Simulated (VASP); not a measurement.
Crystal: KZn (CsCl type).

```xyz
2
Lattice="4.3563 0.0000 0.0000 0.0000 4.3563 0.0000 0.0000 0.0000 4.3563" Properties=species:S:1:pos:R:3 pbc="T T T"
K     0.0000    0.0000    0.0000
Zn    2.1782    2.1782    2.1782
```

```yaml
Program: VASP 6.6.1
Task: relaxation of cell and atoms
Functional: PBE
Potentials_or_basis: VASP PAW PBE potentials, release 64 (K_sv, Zn)
Cutoff: 600 eV
k_mesh: 10 × 10 × 10
Occupations: fermi-dirac, width 0.05 eV
Spin: no spin polarisation
```

At the start: pressure -0.8 GPa; volume 41.34 Å³/atom.

Question: Where does the relaxation end?

Answer: Over 4 steps the energy falls by 10.9 meV/atom and the volume is 37.16 Å³/atom (-10.1 %); space group Pm-3m (No. 221, to 0.05 Å).

Step by step:
```tsv
step	energy change (eV)	largest force (eV/Å)	pressure (GPa)	volume (Å³)
1	0.0000	0.0000	-0.76	82.67
2	-0.0098	0.0000	-0.59	80.35
3	-0.0213	0.0000	-0.12	75.47
4	-0.0217	0.0000	0.01	74.31
```

Final structure:
```
K Zn
1.0
     4.20424    0.00000    0.00000
     0.00000    4.20424    0.00000
     0.00000    0.00000    4.20424
K Zn
1 1
Direct
  0.00000 0.00000 0.00000
  0.50000 0.50000 0.50000
```
